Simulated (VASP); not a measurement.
Runs of VASP 6.6.1 on SiC. The structure is that of space group F-43m (No. 216), or close to it. The cells are those of the table. 

```csv
cell,k mesh,gap on the mesh (eV),pressure (GPa)
"a = 2.982 Å, angles 60.0°, 2 atoms",16 × 16 × 16,(a),29.7
"a = 2.783 Å, angles 60.0°, 2 atoms",12 × 12 × 12,1.02,124.5
"a = 2.703 Å, angles 60.0°, 2 atoms",16 × 16 × 16,(b),186.9
"a = 2.639 Å, angles 60.0°, 2 atoms",16 × 16 × 16,0.78,249.4
"a = 2.870 Å, angles 60.0°, 2 atoms",16 × 16 × 16,1.13,74.6
"a = 2.783 Å, angles 60.0°, 2 atoms",16 × 16 × 16,1.01,124.5
"a = 2.783 Å, angles 60.0°, 2 atoms",10 × 10 × 10,1.02,124.5
"a = 3.097 Å, angles 60.0°, 2 atoms",16 × 16 × 16,1.37,-0.2
```

Alike in all rows: task single point; level PBE; potentials or basis VASP PAW PBE potentials, release 64 (Si, C); no spin polarisation; cutoff (eV) 600; smearing gaussian 0.02 eV.

**Question.** Fill in the values left out.

**Answer.** (a) 1.26; (b) 0.88.

Caveats: the cell stands under pressure (at least some runs); semilocal functionals underestimate gaps, and a narrow one can read as zero (at least some runs).

A k mesh can miss the band edges.
